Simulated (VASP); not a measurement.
# Ca (R-3m) in VASP: a series of runs

Ca is run at these levels: PBEsol; tasks: single point.

Everything below comes from runs of VASP 6.6.1. Logs are shortened: lines on timing, memory, paths and dates and some standing lists are left out, and cuts for length are marked.

## Step 1: The cell of the first run

Symmetry: R-3m, No. 166, trigonal system. Conventional cell: a = 3.991 Å, b = 3.991 Å, c = 9.486 Å, α = 90.00°, β = 90.00°, γ = 120.00°. Ca (site symmetry -3m) has 12 Ca at 3.91 to 3.99 Å within 5.1 Å.

## Step 2: Single point, PBEsol (equal xy, yz and zx shear strains of -2 %)

Contents of INCAR:

```
PREC = Accurate
ENCUT = 520
EDIFF = 1E-6
ISMEAR = -1
SIGMA = 0.05
LREAL = F
LASPH = T
NELM = 100
ALGO = Normal
ISIF = 2
LWAVE = F
LCHARG = T
GGA = PS
LELF = T
LVHAR = T
NBANDS = 11
```

Contents of KPOINTS:

```
Automatic mesh
0
Gamma
  11 11 11
```

Contents of POSCAR:

```
Ca
1.0
   -0.0558840000      2.7662580000      2.7662580000
    2.7662580000     -0.0558840000      2.7662580000
    2.7662580000      2.7662580000     -0.0558840000
Ca
1
Direct
    0.0000000000      0.0000000000      0.0000000000
```

Potentials or basis: VASP PAW PBE potentials, release 64 (Ca_sv).

Started as:

```bash
> cat potpaw_PBE.64/Ca_sv/POTCAR > POTCAR
> mpirun -np 1 vasp_std > vasp.out
```

OUTCAR:

```text
PREC = Accurate
   ENCUT = 520
   EDIFF = 1E-6
   ISMEAR = -1
   LREAL = F
   LASPH = T
   NELM = 100
   ISIF = 2
   GGA = PS

 ion  position               nearest neighbor table
   1  0.000  0.000  0.000-

  LATTYP: Found a trigonal (rhomboedric) cell.
 ALAT       =     3.9124787113
 COS(alpha) =     0.4797000918

  Lattice vectors:

 A1 = (  -0.0558840000,   2.7662580000,   2.7662580000)
 A2 = (   2.7662580000,  -0.0558840000,   2.7662580000)
 A3 = (   2.7662580000,   2.7662580000,  -0.0558840000)

Analysis of symmetry for initial positions (statically):
=====================================================================
 Subroutine PRICEL returns:
 Original cell was already a primitive cell.

 Routine SETGRP: Setting up the symmetry group for a
 trigonal (rhombohedral) supercell.

 Subroutine GETGRP returns: Found 12 space group operations
 (whereof 12 operations were pure point group operations)
 out of a pool of 12 trial point group operations.

The static configuration has the point symmetry D_3d.

Analysis of symmetry for dynamics (positions and initial velocities):
=====================================================================
 Subroutine PRICEL returns:
 Original cell was already a primitive cell.

 Routine SETGRP: Setting up the symmetry group for a
 trigonal (rhombohedral) supercell.

 Subroutine GETGRP returns: Found 12 space group operations
 (whereof 12 operations were pure point group operations)
 out of a pool of 12 trial point group operations.

The dynamic configuration has the point symmetry D_3d.

 Subroutine INISYM returns: Found 12 space group operations
 (whereof 12 operations are pure point group operations),
 and found     1 'primitive' translations

----------------------------------------------------------------------------------------

                                     Primitive cell

  volume of cell :      43.6186

  direct lattice vectors                    reciprocal lattice vectors
    -0.055884000  2.766258000  2.766258000    -0.175362529  0.178978252  0.178978252
     2.766258000 -0.055884000  2.766258000     0.178978252 -0.175362529  0.178978252
     2.766258000  2.766258000 -0.055884000     0.178978252  0.178978252 -0.175362529

  length of vectors
     3.912478711  3.912478711  3.912478711     0.307926039  0.307926039  0.307926039

  position of ions in fractional coordinates (direct lattice)
     0.000000000  0.000000000  0.000000000

[... 75 lines left out ...]
   EDIFF  = 0.1E-05   stopping-criterion for ELM
   LREAL  =      F    real-space projection
   EDIFFG = 0.1E-04   stopping-criterion for IOM
   NSW    =      0    number of steps for IOM
   IBRION =     -1    ionic relax: 0-MD 1-quasi-New 2-CG
   NFREE  =      0    steps in history (QN), initial steepest desc. (CG)
   ISIF   =      2    stress and relaxation
   ISYM   =      2    0-nonsym 1-usesym 2-fastsym
   POTIM  = 0.5000    time-step for ionic-motion
   TEBEG  =    0.0;   TEEND  =   0.0 temperature during run
   PSTRESS=    0.0 pullay stress
   NELECT =      10.0000    total number of electrons
   NUPDOWN=      -1.0000    fix difference up-down
   EMIN   =  10.00;   EMAX   =-10.00  energy-range for DOS
   EFERMI =   0.00;   METHOD = LEGACY
   ISMEAR =    -1;   SIGMA  =   0.05  broadening in eV -4-tet -1-fermi 0-gaus
   EFERMI_NEDOS =   21; number of points for ismear=-14 and -15
   IALGO  =     38    algorithm
   IMIX   =      4    mixing-type and parameters
     AMIX     =   0.40;   BMIX     =  1.00
     AMIX_MAG =   1.60;   BMIX_MAG =  1.00
  volume/ion in A,a.u.               =      43.62       294.35
  Fermi-wavevector in a.u.,A,eV,Ry     =   1.001962  1.893433 13.659256  1.003927
  Thomas-Fermi vector in A             =   2.134418
   LORBIT       =      0    0 simple, 1 ext, 2 COOP (PROOUT), +10 PAW based schemes
   GGA     = PS    functional components
   LHFCALC =     F    Hartree Fock is set to
   AEXX    =    0.0000 exact exchange contribution
   IVDW    =     0    specifies the selected vdW correction
   LEPSILON=     F    determine dielectric tensor
   LRPA    =     F    only Hartree local field effects (RPA)
 non-spin polarized calculation
  energy-cutoff  :      520.00
  volume of cell :       43.62
 maximum number of plane-waves:      1208
 NGX is ok and might be reduce to    30
   NGX = 15   NGY = 15   NGZ = 15

 number of electron      10.0000000 magnetization

 Free energy of the ion-electron system (eV)
  ---------------------------------------------------
  ext. energy  EPLUGINS =         0.00000000
  ---------------------------------------------------
  free energy    TOTEN  =        -2.12669410 eV

  energy without entropy =       -2.11566645  energy(sigma->0) =       -2.12118027

 E-fermi :   1.7567     XC(G=0):  -7.7060

 val. band max:        1.7539779677   @ k =  -0.2727   0.3636   0.2727
 cond. band min:       1.7588092460   @ k =  -0.2727   0.4545   0.0909
 fundamental gap:      0.0048312783
 Fermi energy:         1.7567237188

 k-point     1 :       0.0000    0.0000    0.0000
  band No.  band energies     occupation
      1     -40.1570      2.00000
      2     -21.1537      2.00000
      3     -21.1519      2.00000
      4     -21.1519      2.00000
      5      -2.2113      2.00000
      6       3.9769      0.00000
      7       3.9769      0.00000
      8       4.1700      0.00000
      9       5.0869      0.00000
     10       5.0869      0.00000
     11      10.7248      0.00000
[... 309 lines left out ...]
 k-point    24 :      -0.1818    0.1818    0.0000
  band No.  band energies     occupation
      1     -40.1495      2.00000
      2     -21.2154      2.00000
      3     -21.1828      2.00000
      4     -21.1614      2.00000
      5      -0.8557      2.00000
      6       3.0475      0.00000
      7       3.7436      0.00000
      8       4.5876      0.00000
      9       4.6373      0.00000
     10       5.5465      0.00000
     11       8.9181      0.00000

 [... further k-points ...]
[... 5 lines left out ...]
  --------------------------------------------------------------------------------------
  -------------------------------------------------------------------------------------
  Total       -0.3170058     -0.3170058     -0.3170058      0.0728427      0.0728427      0.0728427
  in kB      -11.6441159    -11.6441159    -11.6441159      2.6756247      2.6756247      2.6756247
  external PRESSURE =     -11.6441159 kB  Pullay stress =       0.0000000 kB

 VOLUME and BASIS-vectors are now :
 -----------------------------------------------------------------------------
  energy-cutoff  :      520.00
  volume of cell :       43.62
      direct lattice vectors                 reciprocal lattice vectors
    -0.055884000  2.766258000  2.766258000    -0.175362529  0.178978252  0.178978252
     2.766258000 -0.055884000  2.766258000     0.178978252 -0.175362529  0.178978252
     2.766258000  2.766258000 -0.055884000     0.178978252  0.178978252 -0.175362529

 POSITION                                       TOTAL-FORCE (eV/Angst)
 -----------------------------------------------------------------------------------
      0.00000      0.00000      0.00000         0.000000     -0.000000      0.000000
 -----------------------------------------------------------------------------------
    total drift:                               -0.000000     -0.000000      0.000000

  FREE ENERGIE OF THE ION-ELECTRON SYSTEM (eV)
  ---------------------------------------------------
  free  energy   TOTEN  =        -2.1266940955 eV

  energy  without entropy=       -2.1156664524  energy(sigma->0) =       -2.12118027
```

stdout:

```text
POSCAR found type information on POSCAR Ca
 POSCAR found :  1 types and       1 ions
 scaLAPACK will be used
 -----------------------------------------------------------------------------
|                                                                             |
|                                                                             |
|     You enforced a specific xc type in the INCAR file but a different       |
|     I HOPE YOU KNOW WHAT YOU ARE DOING!                                     |
|                                                                             |
 -----------------------------------------------------------------------------

 LDA part: xc-table for (Slater+PW92), standard interpolation
 POSCAR, INCAR and KPOINTS ok, starting setup
 FFT: planning ... GRIDC
 FFT: planning ... GRID_SOFT
 FFT: planning ... GRID
 WAVECAR not read
 entering main loop
```

Wall time 44 s (1 thread of Intel Xeon Platinum 8259CL at 2.50GHz (Skylake/Cascade Lake), shared host); peak memory 0.21 GiB.

Results:

```yaml
Free_energy: -2.1267 eV
Pressure: -1.2 GPa
Band_gap_on_the_k_mesh: zero (band 5 reaches 1.95 eV, above the bottom of band 6 at 1.58 eV)
```

Levels at points of the mesh, in eV from the Fermi level:
```csv
k point,band 2,band 3,band 4,band 5,band 6,band 7,band 8,band 9
"(0.00, 0.00, 0.00)",-22.91,-22.91,-22.91,-3.97,2.22,2.22,2.41,3.33
```

Caveat: the cell differs from its parent crystal (equal xy, yz and zx shear strains of -2 %); the PAW data sets were made with another functional, which shifts forces and pressure a little.

[end of part 1 of 2]
